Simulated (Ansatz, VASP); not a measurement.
Ta in VASP and in Ansatz

Contents of INCAR:

```
PREC     = Accurate       # precision mode
ENCUT    = 520            # plane-wave cutoff, eV
EDIFF    = 1E-7           # SCF threshold, eV
ISMEAR   = 1              # smearing method
SIGMA    = 0.15           # smearing width, eV
LREAL    = False          # projectors in reciprocal space
LASPH    = True           # aspherical terms in the spheres
NELM     = 60             # most SCF steps
ALGO     = Normal         # electronic algorithm
ISIF     = 2              # what is computed and relaxed
LWAVE    = False          # write WAVECAR
LCHARG   = False          # write CHGCAR
GGA      = PS             # functional
NBANDS   = 18             # bands
```

The input KPOINTS:

```
regular mesh
0
Gamma
  14 14 7
```

File POSCAR:

```
Ta
1.0
    2.9003720700      0.0000000000      0.0000000000
   -1.4501860400      2.5117959000      0.0000000000
    0.0000000000      0.0000000000      5.1662740000
Ta
2
Direct
    0.6666666667      0.3333333333      0.7500000000
    0.3333333333      0.6666666667      0.2500000000
```

Input for Ansatz:

```yaml
crystal:
  lattice:
    - [2.90037207, 0.0, 0.0]
    - [-1.45018604, 2.5117959, 0.0]
    - [0.0, 0.0, 5.166274]
  atoms:
    - { symbol: Ta, position: [0.6666666666666666, 0.3333333333333333, 0.75] }
    - { symbol: Ta, position: [0.3333333333333333, 0.6666666666666666, 0.25] }
basis:
  ecutwfc: 450.0
kpoints:
  mp_grid:
    grid: [14, 14, 7]
hamiltonian:
  xc: pbesol
scf:
  occupations:
    method: cold
    width: 0.15
output:
  stress: true
```

Alike in both runs: task single point; functional PBEsol; k mesh 14 × 14 × 7; no spin polarisation.

|  | VASP | Ansatz |
| --- | --- | --- |
| version | VASP 6.6.1 | Ansatz 0.2.0 |
| potentials or method | VASP PAW PBE potentials, release 64 (Ta_pv), cutoff 520 eV | plane waves, PAW |
| occupations | methfessel-paxton of order 1, width 0.15 eV | cold, width 0.15 eV |
| valence electrons in the cell | 22 | 26 |

VASP gave:

* pressure (GPa): -6.9
* traceless stress, the component that is largest in VASP (GPa): -0.38

Problem. Estimate Ansatz's values.

Solution. Pressure (GPa): -7.0; traceless stress, the component that is largest in VASP (GPa): -0.35.

VASP's potentials were made for PBE, not for PBEsol. VASP's potentials hold 22 valence electrons a cell and Ansatz's 26, so a difference there can come from the potentials and not from the codes.

Spin-orbit coupling is off throughout.
